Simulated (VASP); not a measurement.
# Hg (P6_3/mmc) in VASP: relaxation of cell and atoms with LDA

Aim: the relaxation of cell and atoms of Hg with LDA.

Program: VASP 6.6.1. These are calculated values, not measurements. Logs are shortened: lines on timing, memory, paths and dates and some standing lists are left out, and cuts for length are marked.

**1. The cell of the first run**

It takes space group P6_3/mmc (No. 194, hexagonal). Conventional cell: a = 3.210 Å, b = 3.210 Å, c = 5.242 Å, α = 90.00°, β = 90.00°, γ = 120.00°. Hg (site symmetry -6m2) has 12 Hg at 3.21 Å within 4.2 Å.

**2. Relaxation of cell and atoms, LDA, target pressure 40 GPa, at which the enthalpy is minimised**

INCAR reads:

```
  PREC = Accurate
  ENCUT = 550
  EDIFF = 1E-7
  ISMEAR = -1
  SIGMA = 0.1
  LREAL = False
  LASPH = True
  NELM = 120
  ALGO = Normal
  ISIF = 3
  LWAVE = False
  LCHARG = False
  IBRION = 2
  NSW = 50
  EDIFFG = -0.03
  PSTRESS = 400.0
  GGA_COMPAT = False
  NELMIN = 4
```

KPOINTS reads:

```
regular mesh
0
Gamma
  7 7 4
```

POSCAR reads:

```
Hg
1.0
    3.2100000000      0.0000000000      0.0000000000
   -1.6050000000      2.7799415461      0.0000000000
    0.0000000000      0.0000000000      5.2419300000
Hg
2
Direct
    0.3333333333      0.6666666667      0.2500000000
    0.6666666667      0.3333333333      0.7500000000
```

Potentials or basis: VASP PAW LDA potentials, release 64 (Hg_sv_GW).

Launch:

```
$ cat potpaw_LDA.64/Hg_sv_GW/POTCAR > POTCAR
$ mpirun -np 1 vasp_std > vasp.out
```

OUTCAR:

```text
PREC = Accurate
   ENCUT = 550
   EDIFF = 1E-7
   ISMEAR = -1
   LREAL = False
   LASPH = True
   NELM = 120
   ISIF = 3
   IBRION = 2
   NSW = 50
   EDIFFG = -0.03
   PSTRESS = 400.0
   NELMIN = 4

 ion  position               nearest neighbor table
   1  0.333  0.667  0.250-   2 3.21   2 3.21   2 3.21   2 3.21   2 3.21   2 3.21
   2  0.667  0.333  0.750-   1 3.21   1 3.21   1 3.21   1 3.21   1 3.21   1 3.21

  LATTYP: Found a hexagonal cell.
 ALAT       =     3.2100000000
 C/A-ratio  =     1.6330000000

  Lattice vectors:

 A1 = (   3.2100000000,   0.0000000000,   0.0000000000)
 A2 = (  -1.6050000000,   2.7799415461,   0.0000000000)
 A3 = (   0.0000000000,   0.0000000000,   5.2419300000)

Analysis of symmetry for initial positions (statically):
=====================================================================
 Subroutine PRICEL returns:
 Original cell was already a primitive cell.

 Routine SETGRP: Setting up the symmetry group for a
 hexagonal supercell.

 Subroutine GETGRP returns: Found 24 space group operations
 (whereof 12 operations were pure point group operations)
 out of a pool of 24 trial point group operations.

The static configuration has the point symmetry D_3d.
 The point group associated with its full space group is D_6h.

Analysis of symmetry for dynamics (positions and initial velocities):
=====================================================================
 Subroutine PRICEL returns:
 Original cell was already a primitive cell.

 Routine SETGRP: Setting up the symmetry group for a
 hexagonal supercell.

 Subroutine GETGRP returns: Found 24 space group operations
 (whereof 12 operations were pure point group operations)
 out of a pool of 24 trial point group operations.

The dynamic configuration has the point symmetry D_3d.
 The point group associated with its full space group is D_6h.

 Subroutine INISYM returns: Found 24 space group operations
 (whereof 12 operations are pure point group operations),
 and found     1 'primitive' translations

----------------------------------------------------------------------------------------

                                     Primitive cell

  volume of cell :      46.7770

  direct lattice vectors                    reciprocal lattice vectors
     3.210000000  0.000000000  0.000000000     0.311526480  0.179859897  0.000000000
    -1.605000000  2.779941546  0.000000000     0.000000000  0.359719794  0.000000000
     0.000000000  0.000000000  5.241930000     0.000000000  0.000000000  0.190769430

  length of vectors
     3.210000000  3.210000000  5.241930000     0.359719794  0.359719794  0.190769430

  position of ions in fractional coordinates (direct lattice)
     0.333333333  0.666666667  0.250000000
     0.666666667  0.333333333  0.750000000

  ion indices of the primitive-cell ions
   primitive index   ion index
                 1           1
                 2           2

----------------------------------------------------------------------------------------

 KPOINTS: regular mesh

Automatic generation of k-mesh.
 Grid dimensions read from file:
 generate k-points for:    7    7    4

 Generating k-lattice:

  Cartesian coordinates                     Fractional coordinates (reciprocal lattice)
     0.044503783  0.025694271  0.000000000     0.142857143 -0.000000000  0.000000000
     0.000000000  0.051388542  0.000000000     0.000000000  0.142857143  0.000000000
     0.000000000  0.000000000  0.047692358     0.000000000  0.000000000  0.250000000

  Length of vectors
     0.051388542  0.051388542  0.047692358

  Shift w.r.t. Gamma in fractional coordinates (k-lattice)
     0.000000000  0.000000000  0.000000000

 Subroutine IBZKPT returns following result:
 ===========================================

 Found     24 irreducible k-points:

 Following reciprocal coordinates:
            Coordinates               Weight
  0.000000  0.000000  0.000000      1.000000
  0.142857 -0.000000  0.000000      6.000000
  0.285714  0.000000  0.000000      6.000000
  0.428571  0.000000  0.000000      6.000000
  0.142857  0.142857  0.000000      6.000000
  0.285714  0.142857  0.000000     12.000000
[... 16 lines left out ...]
  0.428571  0.142857  0.500000      6.000000
  0.285714  0.285714  0.500000      6.000000
   k-points           NKPTS =     24   k-points in BZ     NKDIM =     24   number of bands    NBANDS=     24
   number of dos      NEDOS =    301   number of ions     NIONS =      2
   total plane-waves  NPLWV =  31360
   dimension x,y,z NGX =    28 NGY =   28 NGZ =   40
   dimension x,y,z NGXF=    56 NGYF=   56 NGZF=   80
   ions per type =               2
   NGX,Y,Z   is equivalent  to a cutoff of  14.50, 14.50, 12.69 a.u.
   NGXF,Y,Z  is equivalent  to a cutoff of  29.00, 29.00, 25.37 a.u.
 SYSTEM =  unknown system
   PREC   = accura    normal or accurate (medium, high low for compatibility)
   ISTART =      0    job   : 0-new  1-cont  2-samecut
   ICHARG =      2    charge: 1-file 2-atom 10-const
   ISPIN  =      1    spin polarized calculation?
   LNONCOLLINEAR =      F non collinear calculations
   LSORBIT =      F    spin-orbit coupling
   LASPH  =      T    aspherical Exc in radial PAW
   ENCUT  =  550.0 eV  40.42 Ry    6.36 a.u.   6.14  6.14 10.02*2*pi/ulx,y,z
   NELM   =    120;   NELMIN=  4; NELMDL= -5     # of ELM steps
   EDIFF  = 0.1E-06   stopping-criterion for ELM
   LREAL  =      F    real-space projection
   EDIFFG = -.3E-01   stopping-criterion for IOM
   NSW    =     50    number of steps for IOM
   IBRION =      2    ionic relax: 0-MD 1-quasi-New 2-CG
   NFREE  =      1    steps in history (QN), initial steepest desc. (CG)
   ISIF   =      3    stress and relaxation
   ISYM   =      2    0-nonsym 1-usesym 2-fastsym
   POTIM  = 0.5000    time-step for ionic-motion
   TEBEG  =    0.0;   TEEND  =   0.0 temperature during run
   PSTRESS=  400.0 pullay stress
   NELECT =      40.0000    total number of electrons
   NUPDOWN=      -1.0000    fix difference up-down
   EMIN   =  10.00;   EMAX   =-10.00  energy-range for DOS
   EFERMI =   0.00;   METHOD = LEGACY
   ISMEAR =    -1;   SIGMA  =   0.10  broadening in eV -4-tet -1-fermi 0-gaus
   EFERMI_NEDOS =   21; number of points for ismear=-14 and -15
   IALGO  =     38    algorithm
   IMIX   =      4    mixing-type and parameters
     AMIX     =   0.40;   BMIX     =  1.00
     AMIX_MAG =   1.60;   BMIX_MAG =  1.00
  volume/ion in A,a.u.               =      23.39       157.83
  Fermi-wavevector in a.u.,A,eV,Ry     =   1.553880  2.936408 32.851860  2.414544
  Thomas-Fermi vector in A             =   2.658047
   LORBIT       =      0    0 simple, 1 ext, 2 COOP (PROOUT), +10 PAW based schemes
   GGA     = CA    functional components
   LHFCALC =     F    Hartree Fock is set to
   AEXX    =    0.0000 exact exchange contribution
   IVDW    =     0    specifies the selected vdW correction
   LEPSILON=     F    determine dielectric tensor
   LRPA    =     F    only Hartree local field effects (RPA)
 conjugate gradient relaxation of ions
 non-spin polarized calculation
  energy-cutoff  :      550.00
  volume of cell :       46.78
 maximum number of plane-waves:      1392
 NGX is ok and might be reduce to    28
   NGX = 13   NGY = 13   NGZ = 21

--------------------------------------- Ionic step        1  -------------------------------------------

 number of electron      40.0000005 magnetization

 Free energy of the ion-electron system (eV)
  ---------------------------------------------------
  ext. energy  EPLUGINS =         0.00000000
  ---------------------------------------------------
  free energy    TOTEN  =        -1.88443102 eV

  energy without entropy =       -1.85457515  energy(sigma->0) =       -1.86950308

 E-fermi :   5.5887     XC(G=0): -11.7769

 val. band max:        5.5274176372   @ k =   0.2857   0.2857   0.2500
 cond. band min:       5.6173858780   @ k =   0.4286   0.0000   0.2500
 fundamental gap:      0.0899682408
 Fermi energy:         5.5886859853

 k-point     1 :       0.0000    0.0000    0.0000
  band No.  band energies     occupation
      1    -108.6261      2.00000
      2    -108.6249      2.00000
      3     -57.2529      2.00000
      4     -57.2253      2.00000
      5     -57.2253      2.00000
      6     -57.2190      2.00000
[... 742 lines left out ...]
  FREE ENERGIE OF THE ION-ELECTRON SYSTEM (eV)
  ---------------------------------------------------
  free  energy   TOTEN  =        -1.9074324311 eV

  energy  without entropy=       -1.8789661459  energy(sigma->0) =       -1.89319929

  enthalpy is  TOTEN    =         8.7599479339 eV   P V=       10.6673803649

 E-fermi :   7.8761     XC(G=0): -12.7528

 val. band max:        7.7730526346   @ k =   0.4286   0.0000   0.2500
 cond. band min:       7.9137113082   @ k =   0.4286   0.1429   0.5000
 fundamental gap:      0.1406586736
 Fermi energy:         7.8761115566

 k-point     1 :       0.0000    0.0000    0.0000
  band No.  band energies     occupation
      1    -107.0503      2.00000
      2    -107.0472      2.00000
      3     -55.7066      2.00000
      4     -55.6403      2.00000
      5     -55.6403      2.00000
      6     -55.6281      2.00000
[... 637 lines left out ...]
     23      11.8870      0.00000
     24      11.8870      0.00000

[... ionic steps 4 to 12 ...]

--------------------------------------- Ionic step       13  -------------------------------------------

 number of electron      39.9999994 magnetization

------------------------ aborting loop because EDIFF is reached ----------------------------------------

  FORCE on cell =-STRESS in cart. coord.  units (eV):
  Direction    XX          YY          ZZ          XY          YZ          ZX
  --------------------------------------------------------------------------------------
  -------------------------------------------------------------------------------------
  Total        8.1697931      8.1697931      8.2235516      0.0000000      0.0000000      0.0000000
  in kB      394.6417776    394.6417775    397.2385796      0.0000000      0.0000000      0.0000000
  external PRESSURE =      -4.4926218 kB  Pullay stress =     400.0000000 kB
[... 61 lines left out ...]
  enthalpy is  TOTEN    =         7.2865500400 eV   P V=        8.2782398443

--------------------------------------- Ionic step       15  -------------------------------------------

 number of electron      39.9999994 magnetization

 Free energy of the ion-electron system (eV)
  ---------------------------------------------------
  ext. energy  EPLUGINS =         0.00000000
  ---------------------------------------------------
  free energy    TOTEN  =        -0.98379042 eV

  energy without entropy =       -0.95811554  energy(sigma->0) =       -0.97095298

 E-fermi :  11.2506     XC(G=0): -13.9233

 val. band max:       11.2209413756   @ k =   0.2857   0.1429   0.0000
 cond. band min:      11.3863259840   @ k =   0.4286   0.1429   0.5000
 fundamental gap:      0.1653846084
 Fermi energy:        11.2506456749

 k-point     1 :       0.0000    0.0000    0.0000
  band No.  band energies     occupation
      1    -104.8643      2.00000
      2    -104.8574      2.00000
      3     -53.5645      2.00000
      4     -53.4398      2.00000
      5     -53.4398      2.00000
      6     -53.4197      2.00000
[... 666 lines left out ...]
  FREE ENERGIE OF THE ION-ELECTRON SYSTEM (eV)
  ---------------------------------------------------
  free  energy   TOTEN  =        -0.9837904181 eV

  energy  without entropy=       -0.9581155434  energy(sigma->0) =       -0.97095298

  enthalpy is  TOTEN    =         7.2862709564 eV   P V=        8.2700613744

 reached required accuracy - stopping structural energy minimisation
```

Wall time 3.2 min (1 thread of Intel Xeon 6975P-C (Granite Rapids), shared host); peak memory 0.19 GiB.

Results:

- Free energy: -0.9838 eV
- Relaxed volume: 16.56 Å³/atom
- Relaxed cell: a = 2.817 Å, b = 2.817 Å, c = 4.819 Å, α = 90.00°, β = 90.00°, γ = 120.00°
- Space group after relaxing (to 0.1 Å): P6_3/mmc (No. 194)
- Energy change on relaxing (the run minimises the enthalpy): +450.3 meV/atom
- Ionic steps: 15
- Pressure after relaxing: 39.9 GPa
- Band gap on the k mesh: zero (bands 20 and 21 overlap by 2.16 eV)

Stress tensor (GPa, compression positive):
```
39.87  0.00  0.00
 0.00 39.87  0.00
 0.00  0.00 40.05
```

The path:
```
step  energy change (eV)  largest force (eV/Å)  pressure (GPa)  volume (Å³)
   1              0.0000                0.0000           -2.61        46.78
   2             35.3495                0.0000         1170.01        16.04
   3             -0.0230                0.0000            1.38        42.73
   4              0.0515                0.0000            7.34        39.82
   5              1.6721                0.0000           64.42        30.75
   6              0.7353                0.0000           34.01        33.88
   7              0.8921                0.0000           39.33        33.20
   8              0.9526                0.0000           41.34        32.96
   9              0.8053                0.0000           36.64        33.53
  10              0.8560                0.0000           38.27        33.32
  11              0.9372                0.0000           41.10        32.98
  12              0.9231                0.0000           40.63        33.04
  13              0.8903                0.0000           39.55        33.17
  14              0.8927                0.0000           39.64        33.16
  15              0.9006                0.0000           39.93        33.13
```

Final structure:
```xyz
2
Lattice="2.8173 0.0000 0.0000 -1.4087 2.4399 0.0000 0.0000 0.0000 4.8189" Properties=species:S:1:pos:R:3 pbc="T T T"
Hg    0.0000    1.6266    1.2047
Hg    1.4087    0.8133    3.6142
```

Caveat: the cell is relaxed towards a set pressure, so the run minimises the enthalpy, not the energy; the volume moved by over 15 % at a fixed basis, so the end points are rough; spin-orbit coupling is left out, which moves the levels of the heavy elements.

The gap in the log of VASP goes by the Fermi energy; the results here count the filled bands.